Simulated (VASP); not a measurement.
# CaPb2F6 in VASP: single point with PBE

Aim: the single point of CaPb2F6 with PBE.

Program: VASP 6.6.1. These are calculated values, not measurements. Logs are shortened: lines on timing, memory, paths and dates and some standing lists are left out, and cuts for length are marked.

### 1 The cell of the first run

The typed cell holds 18 atoms: a = 7.165 Å, b = 7.145 Å, c = 7.165 Å, α = 80.39°, β = 70.54°, γ = 59.90°.

### 2 Single point, PBE

Input file INCAR:

```
SYSTEM = CaPb2F6
PREC     = Accurate       ! precision mode
ENCUT    = 520            ! plane-wave cutoff, eV
EDIFF    = 1E-6           ! SCF threshold, eV
ISMEAR   = 0              ! smearing method
SIGMA    = 0.1            ! smearing width, eV
LREAL    = Auto         
LASPH    = .TRUE.         ! aspherical terms in the spheres
NELM     = 60             ! most SCF steps
ALGO     = Normal         ! electronic algorithm
ISIF     = 2              ! what is computed and relaxed
LWAVE    = .FALSE.        ! write WAVECAR
LCHARG   = .FALSE.        ! write CHGCAR
GGA      = PE             ! functional
ISYM     = 0            
NBANDS   = 95             ! bands
```

Input file KPOINTS:

```
Automatic mesh
0
Gamma
  2 2 2
  0.5 0.5 0.5
```

Input file POSCAR:

```
CaPb2F6
1.0
    5.8501799226      2.9257262617     -2.9254195090
    2.9249271111      5.8346302994      2.9082715847
    5.8502005499     -2.9259640225      2.9252230027
F Ca Pb
12 2 4
Direct
    0.4677456875      0.3329448442      0.6333940606
    0.7979586287      0.6463203916      0.6203319367
    0.9677730262      0.3329491096      0.1333816634
    0.2979385107      0.6463137469      0.1203654032
    0.6113708823      0.0196151032      0.1202072280
    0.1113607639      0.0196381029      0.6202310982
    0.3706482866      0.0195646276      0.8794917406
    0.7008096763      0.3329840727      0.8664318795
    0.8706395200      0.0196203723      0.3794812460
    0.2008353908      0.3329473711      0.3664370050
    0.5572051729      0.6463091084      0.3796162323
    0.0572243649      0.6462933283      0.8796104584
    0.8342850099      0.3329494573      0.4999283440
    0.3342724590      0.3329839510      0.9999092265
    0.4974108066      0.0066525622      0.4999295353
    0.9974081505      0.0066826676     -0.0000530917
    0.6711425699      0.6592896529     -0.0001168597
    0.1711568401      0.6592555041      0.4998911952
```

Potentials or basis: VASP PAW PBE potentials, release 64 (F, Ca_sv, Pb_d).

Launch:

```console
$ cat potpaw_PBE.64/F/POTCAR potpaw_PBE.64/Ca_sv/POTCAR potpaw_PBE.64/Pb_d/POTCAR > POTCAR
$ mpirun -np 1 vasp_std > vasp.out
```

OUTCAR:

```text
SYSTEM = CaPb2F6
   PREC = Accurate
   ENCUT = 520
   EDIFF = 1E-6
   ISMEAR = 0
   LREAL = Auto
   LASPH = .TRUE.
   NELM = 60
   ISIF = 2
   GGA = PE
   ISYM = 0

 ion  position               nearest neighbor table
   1  0.468  0.333  0.633-  14 2.48  13 2.48  15 2.55  18 2.55
   2  0.798  0.646  0.620-  13 2.40  17 2.57  18 2.57  15 2.64
   3  0.968  0.333  0.133-  14 2.48  13 2.48  16 2.55  17 2.55
   4  0.298  0.646  0.120-  14 2.40  18 2.57  17 2.57  16 2.64
   5  0.611  0.020  0.120-  14 2.40  16 2.57  15 2.57  17 2.64
   6  0.111  0.020  0.620-  13 2.39  15 2.57  16 2.57  18 2.64
   7  0.371  0.020  0.879-  14 2.40  15 2.57  16 2.57  17 2.64
   8  0.701  0.333  0.866-  13 2.48  14 2.48  17 2.55  16 2.55
   9  0.871  0.020  0.379-  13 2.39  16 2.57  15 2.57  18 2.64
  10  0.201  0.333  0.366-  14 2.48  13 2.48  18 2.55  15 2.55
  11  0.557  0.646  0.380-  13 2.40  18 2.57  17 2.57  15 2.64
  12  0.057  0.646  0.880-  14 2.39  17 2.57  18 2.57  16 2.64
  13  0.834  0.333  0.500-   6 2.39   9 2.39  11 2.40   2 2.40   8 2.48   1 2.48   3 2.48  10 2.48

  14  0.334  0.333  1.000-  12 2.39   4 2.40   5 2.40   7 2.40   1 2.48   3 2.48  10 2.48   8 2.48

  15  0.497  0.007  0.500-   1 2.55  10 2.55   6 2.57   7 2.57   9 2.57   5 2.57  11 2.64   2 2.64
                            18 4.03  16 4.14  16 4.14
  16  0.997  0.007  1.000-   3 2.55   8 2.55   9 2.57   5 2.57   7 2.57   6 2.57  12 2.64   4 2.64
                            17 4.03  15 4.14  15 4.14
  17  0.671  0.659  1.000-   8 2.55   3 2.55   2 2.57  12 2.57   4 2.57  11 2.57   7 2.64   5 2.64
                            16 4.03  18 4.14  18 4.14
  18  0.171  0.659  0.500-  10 2.55   1 2.55   4 2.57  11 2.57   2 2.57  12 2.57   6 2.64   9 2.64
                            15 4.03  17 4.14  17 4.14

IMPORTANT INFORMATION: All symmetrisations will be switched off!
NOSYMM: (Re-)initialisation of all symmetry stuff for point group C_1.

----------------------------------------------------------------------------------------

                                     Primitive cell

  volume of cell :     299.2681

  direct lattice vectors                    reciprocal lattice vectors
     5.850179923  2.925726262 -2.925419509     0.085465485  0.028261977 -0.142654662
     2.924927111  5.834630299  2.908271585     0.000004245  0.114370266  0.114390748
     5.850200550 -2.925964023  2.925223003     0.085467005 -0.085443625  0.085462170

  length of vectors
     7.165372188  7.145358840  7.165405889     0.168681478  0.161758465  0.148016906

  position of ions in fractional coordinates (direct lattice)
     0.467745687  0.332944844  0.633394061
     0.797958629  0.646320392  0.620331937
     0.967773026  0.332949110  0.133381663
     0.297938511  0.646313747  0.120365403
     0.611370882  0.019615103  0.120207228
     0.111360764  0.019638103  0.620231098
[... 10 lines left out ...]
     0.671142570  0.659289653  0.999883140
     0.171156840  0.659255504  0.499891195

  ion indices of the primitive-cell ions
   primitive index   ion index
                 1           1
                 2           2
                 3           3
                 4           4
                 5           5
                 6           6
[... 10 lines left out ...]
                17          17
                18          18

----------------------------------------------------------------------------------------

 KPOINTS: Automatic mesh

Automatic generation of k-mesh.
 Grid dimensions read from file:
 generate k-points for:    2    2    2

 Generating k-lattice:

  Cartesian coordinates                     Fractional coordinates (reciprocal lattice)
     0.042732742  0.014130988 -0.071327331     0.500000000  0.000000000  0.000000000
     0.000002123  0.057185133  0.057195374    -0.000000000  0.500000000  0.000000000
     0.042733503 -0.042721812  0.042731085     0.000000000 -0.000000000  0.500000000

  Length of vectors
     0.084340739  0.080879233  0.074008453

  Shift w.r.t. Gamma in fractional coordinates (k-lattice)
     0.500000000  0.500000000  0.500000000

 Subroutine IBZKPT returns following result:
 ===========================================

 Found      4 irreducible k-points:

 Following reciprocal coordinates:
            Coordinates               Weight
  0.250000  0.250000  0.250000      2.000000
 -0.250000  0.250000  0.250000      2.000000
  0.250000 -0.250000  0.250000      2.000000
 -0.250000 -0.250000  0.250000      2.000000
   k-points           NKPTS =      4   k-points in BZ     NKDIM =      4   number of bands    NBANDS=     95
   number of dos      NEDOS =    301   number of ions     NIONS =     18
   total plane-waves  NPLWV = 157464
   dimension x,y,z NGX =    54 NGY =   54 NGZ =   54
   dimension x,y,z NGXF=   108 NGYF=  108 NGZF=  108
   ions per type =              12   2   4
   NGX,Y,Z   is equivalent  to a cutoff of  12.53, 12.56, 12.53 a.u.
   NGXF,Y,Z  is equivalent  to a cutoff of  25.06, 25.13, 25.06 a.u.
 SYSTEM =  CaPb2F6
   PREC   = accura    normal or accurate (medium, high low for compatibility)
   ISTART =      0    job   : 0-new  1-cont  2-samecut
   ICHARG =      2    charge: 1-file 2-atom 10-const
   ISPIN  =      1    spin polarized calculation?
   LNONCOLLINEAR =      F non collinear calculations
   LSORBIT =      F    spin-orbit coupling
   LASPH  =      T    aspherical Exc in radial PAW
   ENCUT  =  520.0 eV  38.22 Ry    6.18 a.u.  13.32 13.29 13.32*2*pi/ulx,y,z
   NELM   =     60;   NELMIN=  2; NELMDL= -5     # of ELM steps
   EDIFF  = 0.1E-05   stopping-criterion for ELM
   LREAL  =      T    real-space projection
   EDIFFG = 0.1E-04   stopping-criterion for IOM
   NSW    =      0    number of steps for IOM
   IBRION =     -1    ionic relax: 0-MD 1-quasi-New 2-CG
   NFREE  =      0    steps in history (QN), initial steepest desc. (CG)
   ISIF   =      2    stress and relaxation
   ISYM   =      0    0-nonsym 1-usesym 2-fastsym
   POTIM  = 0.5000    time-step for ionic-motion
   TEBEG  =    0.0;   TEEND  =   0.0 temperature during run
   PSTRESS=    0.0 pullay stress
   NELECT =     160.0000    total number of electrons
   NUPDOWN=      -1.0000    fix difference up-down
   EMIN   =  10.00;   EMAX   =-10.00  energy-range for DOS
   EFERMI =   0.00;   METHOD = LEGACY
   ISMEAR =     0;   SIGMA  =   0.10  broadening in eV -4-tet -1-fermi 0-gaus
   EFERMI_NEDOS =   21; number of points for ismear=-14 and -15
   IALGO  =     38    algorithm
   IMIX   =      4    mixing-type and parameters
     AMIX     =   0.40;   BMIX     =  1.00
     AMIX_MAG =   1.60;   BMIX_MAG =  1.00
  volume/ion in A,a.u.               =      16.63       112.20
  Fermi-wavevector in a.u.,A,eV,Ry     =   1.328703  2.510885 24.020440  1.765453
  Thomas-Fermi vector in A             =   2.457921
   LORBIT       =      0    0 simple, 1 ext, 2 COOP (PROOUT), +10 PAW based schemes
   GGA     = PE    functional components
   LHFCALC =     F    Hartree Fock is set to
   AEXX    =    0.0000 exact exchange contribution
   IVDW    =     0    specifies the selected vdW correction
   LEPSILON=     F    determine dielectric tensor
   LRPA    =     F    only Hartree local field effects (RPA)
 non-spin polarized calculation
 Gauss-broadening in eV      SIGMA  =   0.10
  energy-cutoff  :      520.00
  volume of cell :      299.27
 maximum number of plane-waves:      8067
 NGX is ok and might be reduce to    54
   NGX = 27   NGY = 27   NGZ = 27

 number of electron     159.9999987 magnetization

 Free energy of the ion-electron system (eV)
  ---------------------------------------------------
  ext. energy  EPLUGINS =         0.00000000
  ---------------------------------------------------
  free energy    TOTEN  =       -91.86141296 eV

  energy without entropy =      -91.86141296  energy(sigma->0) =      -91.86141296

 E-fermi :   1.6427     XC(G=0):  -9.3163

 val. band max:        1.0986676583   @ k =   0.2500   0.2500   0.2500
 cond. band min:       5.7779263576   @ k =   0.2500  -0.2500   0.2500
 fundamental gap:      4.6792586993
 Fermi energy:         1.6426532694

 k-point     1 :       0.2500    0.2500    0.2500
  band No.  band energies     occupation
      1     -36.4043      2.00000
      2     -36.4000      2.00000
      3     -19.8162      2.00000
      4     -19.7327      2.00000
      5     -19.7126      2.00000
      6     -19.6990      2.00000
[... 84 lines left out ...]
     91       8.6384      0.00000
     92       8.7494      0.00000

 k-point     2 :      -0.2500    0.2500    0.2500
  band No.  band energies     occupation
      1     -36.4021      2.00000
      2     -36.4021      2.00000
      3     -19.8082      2.00000
      4     -19.7372      2.00000
      5     -19.7001      2.00000
      6     -19.6848      2.00000
[... 84 lines left out ...]
     91       8.6828      0.00000
     92       8.7630      0.00000

 k-point     3 :       0.2500   -0.2500    0.2500
  band No.  band energies     occupation
      1     -36.4043      2.00000
      2     -36.4000      2.00000
      3     -19.8154      2.00000
      4     -19.7554      2.00000
      5     -19.7329      2.00000
      6     -19.7126      2.00000
[... 84 lines left out ...]
     91       8.6385      0.00000
     92       8.7356      0.00000

 k-point     4 :      -0.2500   -0.2500    0.2500
  band No.  band energies     occupation
      1     -36.4022      2.00000
      2     -36.4021      2.00000
      3     -19.7773      2.00000
      4     -19.7372      2.00000
      5     -19.7155      2.00000
      6     -19.6848      2.00000
[... 84 lines left out ...]
     91       8.4295      0.00000
     92       8.7377      0.00000
 [bands above 92 left out]

------------------------ aborting loop because EDIFF is reached ----------------------------------------

  FORCE on cell =-STRESS in cart. coord.  units (eV):
  Direction    XX          YY          ZZ          XY          YZ          ZX
  --------------------------------------------------------------------------------------
  -------------------------------------------------------------------------------------
  Total       -0.1470641     -0.1382987     -0.1156427     -0.0047916     -0.0422533     -0.0000856
  in kB       -0.7873299     -0.7404032     -0.6191109     -0.0256527     -0.2262095     -0.0004581
  external PRESSURE =      -0.7156147 kB  Pullay stress =       0.0000000 kB

 VOLUME and BASIS-vectors are now :
 -----------------------------------------------------------------------------
  energy-cutoff  :      520.00
  volume of cell :      299.27
      direct lattice vectors                 reciprocal lattice vectors
     5.850179923  2.925726262 -2.925419509     0.085465485  0.028261977 -0.142654662
     2.924927111  5.834630299  2.908271585     0.000004245  0.114370266  0.114390748
     5.850200550 -2.925964023  2.925223003     0.085467005 -0.085443625  0.085462170

 POSITION                                       TOTAL-FORCE (eV/Angst)
 -----------------------------------------------------------------------------------
      7.41572      1.45782      1.45276        -0.008268      0.003894     -0.001755
     10.18771      4.29058      1.35992         0.006806      0.007591      0.008845
      7.41581      4.38380     -1.47266        -0.008692      0.003911     -0.001786
      4.33758      4.29050      1.36016         0.006262      0.007732      0.008805
      4.33724      1.55143     -1.37984         0.008120     -0.008277     -0.007949
      4.33740     -1.37438      1.54565         0.007695     -0.008536     -0.008023
[... 10 lines left out ...]
     11.70420      2.88467      2.87890         0.002574      0.000110      0.000768
      5.85404      2.88461      2.87888         0.002725      0.001003      0.000941
 -----------------------------------------------------------------------------------
    total drift:                               -0.008105     -0.017415      0.010122

  FREE ENERGIE OF THE ION-ELECTRON SYSTEM (eV)
  ---------------------------------------------------
  free  energy   TOTEN  =       -91.8614129625 eV

  energy  without entropy=      -91.8614129625  energy(sigma->0) =      -91.86141296
```

Run time: 2 min. Hardware: 1 thread of Intel Xeon 6975P-C (Granite Rapids), shared host; peak memory 0.41 GiB.

Results:

```
Free energy            : -91.8614 eV
Pressure               : -0.1 GPa
Largest force          : 0.015 eV/Å
Band gap on the k mesh : 4.68 eV
```

Forces on the atoms (eV/Å):
```
F   -0.008  0.004 -0.002
F    0.007  0.008  0.009
F   -0.009  0.004 -0.002
F    0.006  0.008  0.009
F    0.008 -0.008 -0.008
F    0.008 -0.009 -0.008
F   -0.009 -0.007 -0.008
F    0.009 -0.001  0.003
F   -0.009 -0.009 -0.008
F    0.009 -0.001  0.003
F   -0.009  0.008  0.009
F   -0.009  0.008  0.009
Ca   0.000  0.002  0.000
Ca   0.001  0.000 -0.001
Pb  -0.001 -0.004 -0.004
Pb   0.000 -0.003 -0.003
Pb   0.003  0.000  0.001
Pb   0.003  0.001  0.001
```

Caveat: spin-orbit coupling is left out, which moves the levels of the heavy elements; a shifted mesh leaves out Γ, where band edges can lie. A k mesh can miss the band edges.
